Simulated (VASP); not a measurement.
Write the native input for VASP 6.6.1 that does the following.

```yaml
Task: single point
Functional: PBE
Potentials_or_basis: VASP PAW PBE potentials, release 64 (Si, C)
Cutoff: 520 eV
k_mesh: 5 × 5 × 3
Occupations: gaussian, width 0.01 eV
Spin: no spin polarisation
Dipole_correction: no
Further_INCAR_settings: ALGO = Normal; EDIFF = 1e-06; NBANDS = 16
```

The structure of SiC (Moissanite) lies in POSCAR:

```
SiC
1.0
    3.0760000000      0.0000000000      0.0000000000
   -1.5380000000      2.6638941400      0.0000000000
    0.0000000000      0.0000000000      5.0480000000
Si C
2 2
Direct
    0.3333333333      0.6666666667      0.0000000000
    0.6666666667      0.3333333333      0.5000000000
    0.3333333333      0.6666666667      0.3850000000
    0.6666666667      0.3333333333      0.8900000000
```

One way to write it, as run:

INCAR

```
SYSTEM = SiC
PREC     = Accurate       ! precision mode
ENCUT    = 520            ! plane-wave cutoff, eV
EDIFF    = 1E-6           ! SCF threshold, eV
ISMEAR   = 0              ! smearing method
SIGMA    = 0.01           ! smearing width, eV
LREAL    = .FALSE.        ! projectors in reciprocal space
LASPH    = .TRUE.         ! aspherical terms in the spheres
NELM     = 80             ! most SCF steps
ALGO     = Normal         ! electronic algorithm
ISIF     = 2              ! what is computed and relaxed
LWAVE    = .FALSE.        ! write WAVECAR
LCHARG   = .FALSE.        ! write CHGCAR
GGA      = PE             ! functional
NBANDS   = 16             ! bands
```

KPOINTS

```
Automatic mesh
0
G
  5 5 3
  0 0 0
```

Potentials or basis: VASP PAW PBE potentials, release 64 (Si, C).

Command:

```sh
$ cat potpaw_PBE.64/Si/POTCAR potpaw_PBE.64/C/POTCAR > POTCAR
$ mpirun -np 1 vasp_std > vasp.out
```

It gave:

| Property | Result |
| --- | --- |
| Pressure | 3.8 GPa |
| Largest force | 1.244 eV/Å |
| Band gap on the k mesh | 2.73 eV, indirect (least direct gap 4.21 eV) |

Caveat: the k points lie up to 0.47 Å⁻¹ apart; forces of over 1 eV/Å act on the atoms, so gaps and moduli don't describe the material at rest.

Run time: 3.5 s on 1 thread of Intel Xeon 6975P-C, with other jobs on the host, peak memory 0.15 GiB.
